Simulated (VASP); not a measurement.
Set up this calculation in VASP 6.6.1, as the native input.

```yaml
Task: single point
Functional: PBE
Potentials_or_basis: VASP PAW PBE potentials, release 64 (Ta_pv, Li_sv)
Cutoff: 520 eV
k_mesh: 13 × 13 × 13
Occupations: methfessel-paxton, width 0.1 eV
Spin: no spin polarisation
Dipole_correction: no
Further_INCAR_settings: ALGO = Normal; EDIFF = 1e-06; NBANDS = 14
```

The structure of LiTa lies in POSCAR:

```
LiTa
1.0
    3.1104435020      0.0000000000      0.0000000000
    0.0000000000      3.1104435020      0.0000000000
    0.0000000000      0.0000000000      3.1104435020
Ta Li
1 1
Direct
    0.0000000000      0.0000000000      0.0000000000
    0.5000000000      0.5000000000      0.5000000000
```

One way to write it, as run:

INCAR

```
SYSTEM = LiTa
PREC = Accurate
ENCUT = 520
EDIFF = 1E-6
ISMEAR = 1
SIGMA = 0.1
LREAL = .False.
LASPH = .True.
NELM = 60
ALGO = Normal
ISIF = 2
LWAVE = .False.
LCHARG = .False.
GGA = PE
NBANDS = 14
```

KPOINTS

```
Automatic mesh
0
Gamma
  13 13 13
  0 0 0
```

Potentials or basis: VASP PAW PBE potentials, release 64 (Ta_pv, Li_sv).

Launch:

```sh
$ cat potpaw_PBE.64/Ta_pv/POTCAR potpaw_PBE.64/Li_sv/POTCAR > POTCAR
$ mpirun -np 1 vasp_std > vasp.out
```

Results of the run:

The band gap on the k mesh is zero (bands 7 and 8 overlap by 1.10 eV).

Caveat: spin-orbit coupling is left out, which moves the levels of the heavy elements.

Wall time 27 s on 1 thread of Intel Xeon 8259CL, on a shared host, peak memory 0.16 GiB.
